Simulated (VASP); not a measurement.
Write the native input for VASP 6.6.1 that does the following.

```
Task                   : single point
Functional             : r2SCAN
Potentials or basis    : VASP PAW PBE potentials, release 64 (Na_pv, Ba_sv, Mn_pv, P, O)
Cutoff                 : 660 eV
k mesh                 : 4 × 4 × 4
Occupations            : gaussian, width 0.05 eV
Spin                   : collinear spin, ferromagnetic start
Starting moments       : [0.0, 0.0, 0.0, 4.65, 0.0, 0.0, 0.0, 0.0, 0.0, 0.0, 0.0, 0.0, 0.0, 0.0] μB
Dipole correction      : no
Further INCAR settings : ALGO = Normal; EDIFF = 1e-06; NBANDS = 64
```

BaNa2MnP2O8:

```
Na Ba Mn P O
1.0
     5.40990    0.00000    0.00000
    -2.70495    4.68511    0.00000
     0.00000    0.00000    7.03082
Na Ba Mn P O
2 1 1 2 8
Cartesian
  0.0000 3.1234 1.2809
  2.7050 1.5617 5.7499
  0.0000 0.0000 3.5154
  0.0000 0.0000 0.0000
  0.0000 3.1234 5.1489
  2.7050 1.5617 1.8819
  0.0000 3.1234 3.6230
  2.7050 1.5617 3.4078
  2.7050 3.0058 1.3285
  3.9556 0.8396 1.3285
  1.4543 0.8396 1.3285
  0.0000 1.6793 5.7024
  -1.2507 3.8455 5.7024
  1.2507 3.8455 5.7024
```

The input as run:

POSCAR

```
BaNa2MnP2O8
1.0
    5.4099033088      0.0000000000      0.0000000000
   -2.7049516544      4.6851136975      0.0000000000
    0.0000000000      0.0000000000      7.0308243168
Na Ba Mn P O
2 1 1 2 8
Direct
    0.3333333333      0.6666666667      0.1821852436
    0.6666666667      0.3333333333      0.8178147564
    0.0000000000      0.0000000000      0.5000000000
    0.0000000000      0.0000000000      0.0000000000
    0.3333333333      0.6666666667      0.7323290723
    0.6666666667      0.3333333333      0.2676709277
    0.3333333333      0.6666666667      0.5153050611
    0.6666666667      0.3333333333      0.4846949389
    0.8207863010      0.6415726020      0.1889473116
    0.8207863010      0.1792136990      0.1889473116
    0.3584273980      0.1792136990      0.1889473116
    0.1792136990      0.3584273980      0.8110526884
    0.1792136990      0.8207863010      0.8110526884
    0.6415726020      0.8207863010      0.8110526884
```

INCAR.step1

```
SYSTEM = BaNa2MnP2O8
PREC = Accurate
ENCUT = 660
ISMEAR = 0
SIGMA = 0.05
LREAL = .False.
LASPH = .True.
NELM = 200
ISPIN = 2
MAGMOM = 0 0 0 4.65 0 0 0 0 0 0 0 0 0 0
LMAXMIX = 4
NBANDS = 64
GGA = PE
ALGO = Normal
EDIFF = 1E-5
LWAVE = .True.
LCHARG = .False.
GGA_COMPAT = .False.
KPAR = 4
```

INCAR.step2

```
SYSTEM = BaNa2MnP2O8
PREC = Accurate
ENCUT = 660
EDIFF = 1E-6
ISMEAR = 0
SIGMA = 0.05
LREAL = .False.
LASPH = .True.
NELM = 200
ALGO = Normal
ISIF = 2
LWAVE = .False.
LCHARG = .False.
ISPIN = 2
MAGMOM = 0 0 0 4.65 0 0 0 0 0 0 0 0 0 0
LORBIT = 11
LMAXMIX = 4
METAGGA = R2SCAN
LMIXTAU = .True.
NBANDS = 64
ISTART = 1
GGA_COMPAT = .False.
KPAR = 4
```

KPOINTS

```
Automatic mesh
0
Gamma
  4 4 4
  0 0 0
```

Potentials or basis: VASP PAW PBE potentials, release 64 (Na_pv, Ba_sv, Mn_pv, P, O).

The run is started by

```sh
$ cat potpaw_PBE.64/Na_pv/POTCAR potpaw_PBE.64/Ba_sv/POTCAR potpaw_PBE.64/Mn_pv/POTCAR potpaw_PBE.64/P/POTCAR potpaw_PBE.64/O/POTCAR > POTCAR
$ cp INCAR.step1 INCAR
$ mpirun -np 4 vasp_std > vasp.out
$ cp INCAR.step2 INCAR
$ mpirun -np 4 vasp_std > vasp.out
```

It gave:

- Pressure: -0.6 GPa
- Largest force: 0.174 eV/Å
- Band gap on the k mesh: 3.45 eV, indirect (least direct gap 3.50 eV)
- Net moment: 5.00 μB per cell
- Site moments: Na -0.00; Ba -0.00; Mn +4.57; P +0.02; O +0.01, +0.03 μB
- Valence electrons inside the program's atomic spheres: Na 6.00; Ba 7.89; Mn 11.29; P 2.41; O 5.17, 5.19

Caveat: the PAW data sets were made with another functional, which shifts forces and pressure a little; spin-orbit coupling is left out, which moves the levels of the heavy elements; a cell with one magnetic atom can't hold antiferromagnetic order, which such compounds often take.

Wall time 8.9 min on 4 MPI ranks on Intel(R) Xeon(R) Platinum 8375C CPU @ 2.90GHz (Ice Lake), on a shared host, peak memory 0.76 GiB a rank.
